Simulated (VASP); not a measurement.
Runs of VASP 6.6.1 on Al3GaN4. The structure is that of space group Pm (No. 6), or close to it. The cells are those of the table. 

```csv
task,cell,cutoff (eV),smearing,gap on the mesh (eV),pressure (GPa),largest force (eV/Å)
single point,"a = 5.043, b = 3.130, c = 5.418 Å, 8 atoms",520,gaussian 0.02 eV,3.50,-0.1,0.01
relaxation of cell and atoms,"relaxed to 10 GPa from a = 4.963, b = 3.083, c = 5.336 Å, 8 atoms",600,gaussian 0.02 eV,3.87,10.0,0.01
relaxation of cell and atoms,"relaxed to 20 GPa from a = 4.894, b = 3.043, c = 5.267 Å, 8 atoms",600,gaussian 0.02 eV,4.17,20.0,0.01
electric field gradients,"a = 5.044, b = 3.130, c = 5.418 Å, 8 atoms",520,gaussian 0.01 eV,3.49,-0.1,0.01
single point,"a = 5.043, b = 3.130, c = 5.418 Å, 8 atoms",520,gaussian 0.05 eV,3.50,-0.1,(a)
```

Alike in all rows: level PBEsol; potentials or basis VASP PAW PBE potentials, release 64 (Al, Ga_d, N); no spin polarisation; k mesh 6 × 8 × 4.

Estimate the missing entries.

(a) 0.02.

Caveats: the PAW data sets were made with another functional, which shifts forces and pressure a little; the cell is relaxed towards a set pressure, so the enthalpy falls and the energy may rise (some runs).

A k mesh can miss the band edges, and the runs leave out spin-orbit coupling on Ga.
